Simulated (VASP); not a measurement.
# B (Pm-3m) in VASP: further runs

Runs on B. Level: PBE. Tasks: single point.

Everything below comes from runs of VASP 6.6.1. Logs are shortened: lines on timing, memory, paths and dates and some standing lists are left out, and cuts for length are marked.

### Step 1. The cell of the first run

The structure is cubic, space group Pm-3m (No. 221). Conventional cell: a = 1.847 Å, b = 1.847 Å, c = 1.847 Å, α = 90.00°, β = 90.00°, γ = 90.00°. Within 2.5 Å of B (site symmetry m-3m) lie 6 B at 1.85 Å.

### Step 2. Single point, PBE

File INCAR:

```
SYSTEM = B
ALGO     = Normal         ! electronic algorithm
EDIFF    = 1E-7           ! SCF threshold, eV
ENCUT    = 520            ! plane-wave cutoff, eV
GGA      = PE             ! functional
ISIF     = 2              ! what is computed and relaxed
ISMEAR   = -1             ! smearing method
LASPH    = .True.         ! aspherical terms in the spheres
LCHARG   = .False.        ! write CHGCAR
LREAL    = .False.        ! projectors in reciprocal space
LWAVE    = .False.        ! write WAVECAR
NBANDS   = 8              ! bands
NELM     = 60             ! most SCF steps
PREC     = Accurate       ! precision mode
SIGMA    = 0.05           ! smearing width, eV
```

File KPOINTS:

```
k-points
0
Gamma
  14 14 14
  0 0 0
```

File POSCAR:

```
B
1.0
    1.8467549156      0.0000000000      0.0000000000
    0.0000000000      1.8467549156      0.0000000000
    0.0000000000      0.0000000000      1.8467549156
B
1
Direct
    0.5000000000      0.5000000000      0.5000000000
```

Potentials or basis: VASP PAW PBE potentials, release 64 (B).

Launch:

```
> cat potpaw_PBE.64/B/POTCAR > POTCAR
> mpirun -np 1 vasp_std > vasp.out
```

OUTCAR:

```text
SYSTEM = B
   EDIFF = 1E-7
   ENCUT = 520
   GGA = PE
   ISIF = 2
   ISMEAR = -1
   LASPH = .True.
   LREAL = .False.
   NELM = 60
   PREC = Accurate

 ion  position               nearest neighbor table
   1  0.500  0.500  0.500-

  LATTYP: Found a simple cubic cell.
 ALAT       =     1.8467549156

  Lattice vectors:

 A1 = (   1.8467549156,   0.0000000000,   0.0000000000)
 A2 = (   0.0000000000,   1.8467549156,   0.0000000000)
 A3 = (   0.0000000000,   0.0000000000,   1.8467549156)

Analysis of symmetry for initial positions (statically):
=====================================================================
 Subroutine PRICEL returns:
 Original cell was already a primitive cell.

 Routine SETGRP: Setting up the symmetry group for a
 simple cubic supercell.

 Subroutine GETGRP returns: Found 48 space group operations
 (whereof 48 operations were pure point group operations)
 out of a pool of 48 trial point group operations.

The static configuration has the point symmetry O_h .

Analysis of symmetry for dynamics (positions and initial velocities):
=====================================================================
 Subroutine PRICEL returns:
 Original cell was already a primitive cell.

 Routine SETGRP: Setting up the symmetry group for a
 simple cubic supercell.

 Subroutine GETGRP returns: Found 48 space group operations
 (whereof 48 operations were pure point group operations)
 out of a pool of 48 trial point group operations.

The dynamic configuration has the point symmetry O_h .

 Subroutine INISYM returns: Found 48 space group operations
 (whereof 48 operations are pure point group operations),
 and found     1 'primitive' translations

----------------------------------------------------------------------------------------

                                     Primitive cell

  volume of cell :       6.2984

  direct lattice vectors                    reciprocal lattice vectors
     1.846754916  0.000000000  0.000000000     0.541490369  0.000000000  0.000000000
     0.000000000  1.846754916  0.000000000     0.000000000  0.541490369  0.000000000
     0.000000000  0.000000000  1.846754916     0.000000000  0.000000000  0.541490369

  length of vectors
     1.846754916  1.846754916  1.846754916     0.541490369  0.541490369  0.541490369

  position of ions in fractional coordinates (direct lattice)
     0.500000000  0.500000000  0.500000000

  ion indices of the primitive-cell ions
   primitive index   ion index
                 1           1

----------------------------------------------------------------------------------------

 KPOINTS: k-points

Automatic generation of k-mesh.
 Grid dimensions read from file:
 generate k-points for:   14   14   14

 Generating k-lattice:

  Cartesian coordinates                     Fractional coordinates (reciprocal lattice)
     0.038677883  0.000000000  0.000000000     0.071428571  0.000000000  0.000000000
     0.000000000  0.038677883  0.000000000     0.000000000  0.071428571  0.000000000
     0.000000000  0.000000000  0.038677883     0.000000000  0.000000000  0.071428571

  Length of vectors
     0.038677883  0.038677883  0.038677883

  Shift w.r.t. Gamma in fractional coordinates (k-lattice)
     0.000000000  0.000000000  0.000000000

 Subroutine IBZKPT returns following result:
 ===========================================

 Found    120 irreducible k-points:

 Following reciprocal coordinates:
            Coordinates               Weight
  0.000000  0.000000  0.000000      1.000000
  0.071429  0.000000  0.000000      6.000000
  0.142857  0.000000  0.000000      6.000000
  0.214286  0.000000  0.000000      6.000000
  0.285714  0.000000  0.000000      6.000000
  0.357143  0.000000  0.000000      6.000000
[... 16 lines left out ...]
  0.285714  0.214286  0.000000     24.000000
  0.357143  0.214286  0.000000     24.000000
 [... further k-points ...]
   k-points           NKPTS =    120   k-points in BZ     NKDIM =    120   number of bands    NBANDS=      8
   number of dos      NEDOS =    301   number of ions     NIONS =      1
   total plane-waves  NPLWV =   2744
   dimension x,y,z NGX =    14 NGY =   14 NGZ =   14
   dimension x,y,z NGXF=    28 NGYF=   28 NGZF=   28
   ions per type =               1
   NGX,Y,Z   is equivalent  to a cutoff of  12.60, 12.60, 12.60 a.u.
   NGXF,Y,Z  is equivalent  to a cutoff of  25.21, 25.21, 25.21 a.u.
 SYSTEM =  B
   PREC   = accura    normal or accurate (medium, high low for compatibility)
   ISTART =      0    job   : 0-new  1-cont  2-samecut
   ICHARG =      2    charge: 1-file 2-atom 10-const
   ISPIN  =      1    spin polarized calculation?
   LNONCOLLINEAR =      F non collinear calculations
   LSORBIT =      F    spin-orbit coupling
   LASPH  =      T    aspherical Exc in radial PAW
   ENCUT  =  520.0 eV  38.22 Ry    6.18 a.u.   3.43  3.43  3.43*2*pi/ulx,y,z
   NELM   =     60;   NELMIN=  2; NELMDL= -5     # of ELM steps
   EDIFF  = 0.1E-06   stopping-criterion for ELM
   LREAL  =      F    real-space projection
   EDIFFG = 0.1E-05   stopping-criterion for IOM
   NSW    =      0    number of steps for IOM
   IBRION =     -1    ionic relax: 0-MD 1-quasi-New 2-CG
   NFREE  =      0    steps in history (QN), initial steepest desc. (CG)
   ISIF   =      2    stress and relaxation
   ISYM   =      2    0-nonsym 1-usesym 2-fastsym
   POTIM  = 0.5000    time-step for ionic-motion
   TEBEG  =    0.0;   TEEND  =   0.0 temperature during run
   PSTRESS=    0.0 pullay stress
   NELECT =       3.0000    total number of electrons
   NUPDOWN=      -1.0000    fix difference up-down
   EMIN   =  10.00;   EMAX   =-10.00  energy-range for DOS
   EFERMI =   0.00;   METHOD = LEGACY
   ISMEAR =    -1;   SIGMA  =   0.05  broadening in eV -4-tet -1-fermi 0-gaus
   EFERMI_NEDOS =   21; number of points for ismear=-14 and -15
   IALGO  =     38    algorithm
   IMIX   =      4    mixing-type and parameters
     AMIX     =   0.40;   BMIX     =  1.00
     AMIX_MAG =   1.60;   BMIX_MAG =  1.00
  volume/ion in A,a.u.               =       6.30        42.50
  Fermi-wavevector in a.u.,A,eV,Ry     =   1.278515  2.416044 22.240108  1.634602
  Thomas-Fermi vector in A             =   2.411054
   LORBIT       =      0    0 simple, 1 ext, 2 COOP (PROOUT), +10 PAW based schemes
   GGA     = PE    functional components
   LHFCALC =     F    Hartree Fock is set to
   AEXX    =    0.0000 exact exchange contribution
   IVDW    =     0    specifies the selected vdW correction
   LEPSILON=     F    determine dielectric tensor
   LRPA    =     F    only Hartree local field effects (RPA)
 non-spin polarized calculation
  energy-cutoff  :      520.00
  volume of cell :        6.30
 maximum number of plane-waves:       178
 NGX is ok and might be reduce to    14
   NGX =  7   NGY =  7   NGZ =  7

 number of electron       3.0000000 magnetization

 Free energy of the ion-electron system (eV)
  ---------------------------------------------------
  ext. energy  EPLUGINS =         0.00000000
  ---------------------------------------------------
  free energy    TOTEN  =        -5.58141585 eV

  energy without entropy =       -5.57696591  energy(sigma->0) =       -5.57919088

 E-fermi :   7.6026     XC(G=0): -12.6385

 val. band max:        7.5486705728   @ k =   0.4286   0.2857   0.2857
 cond. band min:       7.6074508979   @ k =   0.4286   0.4286   0.2143
 fundamental gap:      0.0587803250
 Fermi energy:         7.6026401201

 k-point     1 :       0.0000    0.0000    0.0000
  band No.  band energies     occupation
      1      -8.7298      2.00000
      2      21.9615      0.00000
      3      21.9615      0.00000
      4      21.9615      0.00000
      5      32.4876      0.00000
      6      32.4876      0.00000
      7      42.4327      0.00000
      8      63.2214      0.00000

 k-point     2 :       0.0714    0.0000    0.0000
  band No.  band energies     occupation
      1      -8.5505      2.00000
      2      20.1458      0.00000
      3      22.1152      0.00000
      4      22.1152      0.00000
      5      32.6991      0.00000
      6      34.5120      0.00000
      7      42.3140      0.00000
      8      61.7803      0.00000

 k-point     3 :       0.1429    0.0000    0.0000
  band No.  band energies     occupation
      1      -8.0134      2.00000
      2      16.6131      0.00000
      3      22.5648      0.00000
      4      22.5648      0.00000
      5      33.3302      0.00000
      6      38.4254      0.00000
      7      42.1779      0.00000
      8      58.3888      0.00000

 k-point     4 :       0.2143    0.0000    0.0000
  band No.  band energies     occupation
      1      -7.1209      2.00000
      2      12.8616      0.00000
      3      23.2713      0.00000
      4      23.2713      0.00000
      5      34.3688      0.00000
      6      40.3613      0.00000
      7      44.2702      0.00000
      8      54.5321      0.00000

 k-point     5 :       0.2857    0.0000    0.0000
  band No.  band energies     occupation
      1      -5.8788      2.00000
      2       9.2803      0.00000
      3      24.1558      0.00000
      4      24.1558      0.00000
      5      35.7845      0.00000
      6      39.9551      0.00000
      7      48.2496      0.00000
      8      50.9619      0.00000

 k-point     6 :       0.3571    0.0000    0.0000
  band No.  band energies     occupation
      1      -4.3031      2.00000
      2       5.9972      2.00000
      3      25.0771      0.00000
      4      25.0771      0.00000
      5      37.4959      0.00000
      6      39.3894      0.00000
      7      48.0470      0.00000
      8      48.0470      0.00000

 k-point     7 :       0.4286    0.0000    0.0000
  band No.  band energies     occupation
      1      -2.4598      2.00000
      2       3.1189      2.00000
      3      25.8118      0.00000
      4      25.8118      0.00000
      5      38.9827      0.00000
      6      39.2398      0.00000
      7      46.0933      0.00000
      8      46.0933      0.00000
[... 133 lines left out ...]
 k-point    20 :       0.4286    0.1429    0.0000
  band No.  band energies     occupation
      1      -1.7276      2.00000
      2       3.6730      2.00000
      3      22.1670      0.00000
      4      26.3415      0.00000
      5      32.8401      0.00000
      6      42.7743      0.00000
      7      45.9453      0.00000
      8      46.9261      0.00000

 k-point    21 :       0.5000    0.1429    0.0000
  band No.  band energies     occupation
      1      -0.2784      2.00000
      2       1.8933      2.00000
      3      22.6299      0.00000
      4      26.6210      0.00000
      5      32.1420      0.00000
      6      44.2017      0.00000
      7      44.5060      0.00000
      8      46.2493      0.00000

 k-point    22 :       0.2143    0.2143    0.0000
  band No.  band energies     occupation
      1      -5.5096      2.00000
      2      12.2358      0.00000
      3      17.1705      0.00000
      4      24.5373      0.00000
      5      36.2129      0.00000
      6      40.6576      0.00000
      7      47.7108      0.00000
      8      51.5841      0.00000

 k-point    23 :       0.2857    0.2143    0.0000
  band No.  band energies     occupation
      1      -4.2680      2.00000
      2       9.9062      0.00000
      3      17.1900      0.00000
      4      25.3855      0.00000
      5      33.3667      0.00000
      6      42.0477      0.00000
      7      50.1710      0.00000
      8      50.9564      0.00000

 k-point    24 :       0.3571    0.2143    0.0000
  band No.  band energies     occupation
      1      -2.6926      2.00000
      2       7.0537      1.99997
      3      18.1711      0.00000
      4      26.2612      0.00000
      5      30.6194      0.00000
      6      43.3028      0.00000
      7      49.7280      0.00000
      8      49.7609      0.00000

 [... further k-points ...]
[... 5 lines left out ...]
  --------------------------------------------------------------------------------------
  -------------------------------------------------------------------------------------
  Total        0.6551469      0.6551469      0.6551469     -0.0000000     -0.0000000      0.0000000
  in kB      166.6562124    166.6562124    166.6562124     -0.0000000     -0.0000000      0.0000000
  external PRESSURE =     166.6562124 kB  Pullay stress =       0.0000000 kB

 VOLUME and BASIS-vectors are now :
 -----------------------------------------------------------------------------
  energy-cutoff  :      520.00
  volume of cell :        6.30
      direct lattice vectors                 reciprocal lattice vectors
     1.846754916  0.000000000  0.000000000     0.541490369  0.000000000  0.000000000
     0.000000000  1.846754916  0.000000000     0.000000000  0.541490369  0.000000000
     0.000000000  0.000000000  1.846754916     0.000000000  0.000000000  0.541490369

 POSITION                                       TOTAL-FORCE (eV/Angst)
 -----------------------------------------------------------------------------------
      0.92338      0.92338      0.92338         0.000000      0.000000      0.000000
 -----------------------------------------------------------------------------------
    total drift:                                0.000000      0.000000     -0.000000

  FREE ENERGIE OF THE ION-ELECTRON SYSTEM (eV)
  ---------------------------------------------------
  free  energy   TOTEN  =        -5.5814158451 eV

  energy  without entropy=       -5.5769659101  energy(sigma->0) =       -5.57919088
```

It took 1.3 s on 1 thread of Intel Xeon 6975P-C (Granite Rapids), shared host; peak memory 0.1 GiB.

Results:

```yaml
Free_energy: -5.5814 eV
Pressure: 16.7 GPa
```

### Step 3. Single point, PBE

This run uses another cell than the first one, of 6.43 Å³/atom, 1.021 times its volume.

File INCAR:

```
ALGO = Normal
EDIFF = 1E-6
ENCUT = 520
GGA = PE
ISIF = 2
ISMEAR = -1
LASPH = True
LCHARG = False
LREAL = False
LWAVE = False
NBANDS = 8
NELM = 60
PREC = Accurate
SIGMA = 0.05
```

File KPOINTS:

```
k-points
0
Gamma
  14 14 14
```

File POSCAR:

```
B
1.0
    1.8597606604      0.0000000000      0.0000000000
    0.0000000000      1.8597606604      0.0000000000
    0.0000000000      0.0000000000      1.8597606604
B
1
Direct
    0.5000000000      0.5000000000      0.5000000000
```

Potentials or basis: VASP PAW PBE potentials, release 64 (B).

Launch:

```
> cat potpaw_PBE.64/B/POTCAR > POTCAR
> mpirun -np 1 vasp_std > vasp.out
```

It took 1.3 s on 1 thread of Intel Xeon 6975P-C (Granite Rapids), shared host; peak memory 0.1 GiB.

It converged, with:

```
Free energy : -5.5930 eV
Pressure    : 10.7 GPa
```

Levels at points of the mesh, in eV from the Fermi level:
```csv
k point,band 1,band 2,band 3,band 4,band 5,band 6
"(0.00, 0.00, 0.00)",-16.13,14.11,14.11,14.11,24.61,24.61
"(0.50, 0.00, 0.00)",-8.51,-6.21,18.16,18.16,30.81,32.14
"(0.50, 0.50, 0.00)",-1.99,-1.99,4.74,8.24,21.46,41.43
"(0.50, 0.50, 0.50)",3.58,3.58,3.58,16.91,16.91,16.91
```

### Step 4. Single point, PBE

This run uses another cell than the first one, of 6.57 Å³/atom, 1.043 times its volume.

File INCAR:

```
  ALGO = Normal
  EDIFF = 1E-6
  ENCUT = 520
  GGA = PE
  ISIF = 2
  ISMEAR = -1
  LASPH = True
  LCHARG = False
  LREAL = False
  LWAVE = False
  NBANDS = 8
  NELM = 80
  PREC = Accurate
  SIGMA = 0.05
```

KPOINTS is that of step 3.

File POSCAR:

```
B
1.0
    1.8725870013      0.0000000000      0.0000000000
    0.0000000000      1.8725870013      0.0000000000
    0.0000000000      0.0000000000      1.8725870013
B
1
Direct
    0.5000000000      0.5000000000      0.5000000000
```

Launch:

```
> cat potpaw_PBE.64/B/POTCAR > POTCAR
> mpirun -np 1 vasp_std > vasp.out
```

Run time: 1.3 s. Hardware: 1 thread of Intel Xeon 6975P-C (Granite Rapids), shared host; peak memory 0.1 GiB.

Results (log left out):

| Item | Value |
| --- | --- |
| Free energy | -5.5997 eV |
| Pressure | 5.3 GPa |

Levels at points of the mesh, in eV from the Fermi level:
```csv
k point,band 1,band 2,band 3,band 4,band 5,band 6,band 7
"(0.00, 0.00, 0.00)",-15.93,13.88,13.88,13.88,24.34,24.34,33.69
"(0.50, 0.00, 0.00)",-8.35,-6.19,17.83,17.83,30.40,31.75,36.90
"(0.50, 0.50, 0.00)",-1.95,-1.95,4.53,8.22,21.06,40.88,40.88
"(0.50, 0.50, 0.50)",3.52,3.52,3.52,16.76,16.76,16.76,18.40
```

### Step 5. The runs side by side

```csv
cell,gap on the mesh (eV),pressure (GPa)
"a = 1.847 Å, 1 atom",none,16.7
"a = 1.860 Å, 1 atom",none,10.7
"a = 1.873 Å, 1 atom",none,5.3
```

Alike in all rows: task single point; level PBE; potentials or basis VASP PAW PBE potentials, release 64 (B); no spin polarisation; k mesh 14 × 14 × 14; cutoff (eV) 520; smearing fermi-dirac 0.05 eV.

Absolute energies hang on the potentials; compare differences alone.
